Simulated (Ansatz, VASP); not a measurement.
Two plane-wave programs on Au

```xyz
1
Lattice="-1.5821 1.5821 1.5821 1.5821 -1.5821 1.5821 1.5821 1.5821 -1.5821" Properties=species:S:1:pos:R:3 pbc="T T T"
Au    0.0000    0.0000    0.0000
```

Change from the starting cell: volume scaled by 0.88, norm-conserving files.

Alike in both runs: task single point; functional PBE; k mesh 16 × 16 × 16; occupations fermi-dirac, width 0.08 eV; no spin polarisation.

|  | VASP | Ansatz |
| --- | --- | --- |
| version | VASP 6.6.1 | Ansatz 0.2.0 |
| potentials or method | VASP PAW PBE potentials, release 64 (Au) | norm-conserving pseudopotentials, scalar-relativistic |
| plane-wave cutoff (eV) | 520 | 1034 |
| valence electrons in the cell | 11 | 19 |

Ansatz gave:

| Quantity | Value |
| --- | --- |
| pressure (GPa) | 25.9 |

**Question.** Which values does VASP return?

**Answer.** Pressure (GPa): 25.3.

VASP's potentials hold 11 valence electrons a cell and Ansatz's 19, so a difference there can come from the potentials and not from the codes.

Spin-orbit coupling is off throughout.
